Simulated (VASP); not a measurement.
A run of VASP 6.6.1 is set up as follows.

INCAR

```
ALGO     = Normal         # electronic algorithm
EDIFF    = 1E-6           # SCF threshold, eV
ENCUT    = 500            # plane-wave cutoff, eV
GGA      = PE             # functional
GGA_COMPAT= F            
ISIF     = 2              # what is computed and relaxed
ISMEAR   = 0              # smearing method
LASPH    = T              # aspherical terms in the spheres
LCHARG   = F              # write CHGCAR
LREAL    = F              # projectors in reciprocal space
LWAVE    = F              # write WAVECAR
NBANDS   = 27             # bands
NELM     = 120            # most SCF steps
PREC     = Accurate       # precision mode
SIGMA    = 0.1            # smearing width, eV
```

Contents of KPOINTS:

```
k-points
0
Gamma
  3 3 4
```

The input POSCAR:

```
AlInAsP3
1.0
    5.8482433200      0.0000000000      0.0000000000
   -2.9241216600      5.0647272800      0.0000000000
    0.0000000000      0.0000000000      4.2998960100
Al In P As
1 1 3 1
Direct
    0.3333333300      0.6666666700      0.0000000000
    0.0000000000      0.0000000000      0.0000000000
    0.6650506700      0.8325253300      0.5000000000
    0.1674746700      0.8325253300      0.5000000000
    0.1674746700      0.3349493300      0.5000000000
    0.6666666700      0.3333333300      0.0000000000
```

Potentials or basis: VASP PAW PBE potentials, release 64 (Al, In_d, P, As).

Launch:

```sh
$ cat potpaw_PBE.64/Al/POTCAR potpaw_PBE.64/In_d/POTCAR potpaw_PBE.64/P/POTCAR potpaw_PBE.64/As/POTCAR > POTCAR
$ mpirun -np 1 vasp_std > vasp.out
```

Predict the largest force.

0.821 eV/Å.

Predict the pressure.

-4.1 GPa.

Estimate the band gap on the k mesh.

zero (bands 18 and 19 overlap by 1.75 eV).

Forces on the atoms (eV/Å):
```
Al   0.000  0.000  0.000
In   0.000  0.000  0.000
P   -0.711 -0.410  0.000
P    0.711 -0.410  0.000
P    0.000  0.821  0.000
As   0.000  0.000  0.000
```

Caveat: the k points lie up to 0.41 Å⁻¹ apart, too coarse for converged energies and pressures of a metal; spin-orbit coupling is left out, which moves the levels of the heavy elements.
